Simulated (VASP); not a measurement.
Runs of VASP 6.6.1 on Zn. The structure is that of space group R-3m (No. 166), or close to it. The cells are those of the table. 

| task | cell | k mesh | cutoff (eV) | gap on the mesh (eV) | pressure (GPa) | relaxed volume (Å³/atom) | largest force (eV/Å) |
| --- | --- | --- | --- | --- | --- | --- | --- |
| relaxation of cell and atoms | relaxed from a = 7.290 Å, angles 23.2°, 3 atoms | 6 × 6 × 6 | 600 | none | 0.0 | (b) | 0.03 |
| single point | a = 7.290 Å, angles 23.2°, 3 atoms | 9 × 9 × 9 | 520 | none | -10.9 | - | 0.01 |
| single point | a = 6.470 Å, angles 24.8°, 3 atoms | 9 × 9 × 9 | 520 | none | 0.4 | - | - |
| single point | a = 6.336 Å, angles 25.8°, 3 atoms | 6 × 6 × 6 | 520 | none | 0.5 | - | 0.01 |
| relaxation of cell and atoms | relaxed from a = 6.336 Å, angles 25.8°, 3 atoms | 9 × 9 × 9 | 600 | none | 0.0 | (a) | 0.01 |

Alike in all rows: level PBEsol; potentials or basis VASP PAW PBE potentials, release 64 (Zn); no spin polarisation; smearing gaussian 0.1 eV.

Task: Fill in the values left out.

Result: (a) 14.08; (b) 14.17.

Caveats: some runs use coarse meshes; the PAW data sets were made with another functional, which shifts forces and pressure a little; the volume moved by over 15 % at a fixed basis, so the end points are rough (some runs).

A gap of «none» marks levels without a gap at the run's occupations.
